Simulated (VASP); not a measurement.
**Al3Cu: single point with r2SCAN**

The system is Al3Cu.

```
Al Cu
1.0
     3.92415    0.00000    0.00000
     0.00000    3.92415    0.00000
     0.00000    0.00000    3.92415
Al Cu
3 1
Direct
  0.00000 0.50000 0.50000
  0.50000 0.00000 0.50000
  0.50000 0.50000 0.00000
  0.00000 0.00000 0.00000
```

```json
{
  "Program": "VASP 6.6.1",
  "Task": "single point",
  "Functional": "r2SCAN",
  "Potentials or basis": "VASP PAW PBE potentials, release 64 (Al, Cu)",
  "Cutoff": "520 eV",
  "k mesh": "2 × 2 × 2",
  "Occupations": "gaussian, width 0.1 eV",
  "Spin": "no spin polarisation"
}
```

| Item | Value |
| --- | --- |
| Pressure | -3.1 GPa |
| Band gap on the k mesh | zero (band 10 reaches 9.55 eV, above the bottom of band 11 at 6.18 eV) |

Levels at points of the mesh, in eV from the Fermi level:
| k point | band 6 | band 7 | band 8 | band 9 | band 10 | band 11 | band 12 | band 13 | band 14 | band 15 |
| --- | --- | --- | --- | --- | --- | --- | --- | --- | --- | --- |
| (0.00, 0.00, 0.00) | -4.07 | -2.87 | -2.87 | -2.87 | -0.86 | 0.30 | 0.30 | 6.51 | 6.51 | 6.51 |
| (0.50, 0.00, 0.00) | -4.04 | -3.84 | -0.06 | -0.06 | -0.03 | -0.03 | 0.46 | 2.00 | 2.14 | 3.39 |
| (0.50, 0.50, 0.00) | -4.31 | -3.85 | -3.76 | -3.55 | 1.07 | 2.74 | 2.74 | 3.16 | 3.78 | 3.78 |
| (0.50, 0.50, 0.50) | -4.47 | -4.47 | -3.84 | -3.84 | -2.77 | -2.30 | -2.30 | -2.30 | 12.46 | 12.46 |

It took 27 s on 1 thread of Intel Xeon 6975P-C, on a shared host, peak memory 0.17 GiB.

Caveat: the k points lie up to 0.80 Å⁻¹ apart; the PAW data sets were made with another functional, which shifts forces and pressure a little.
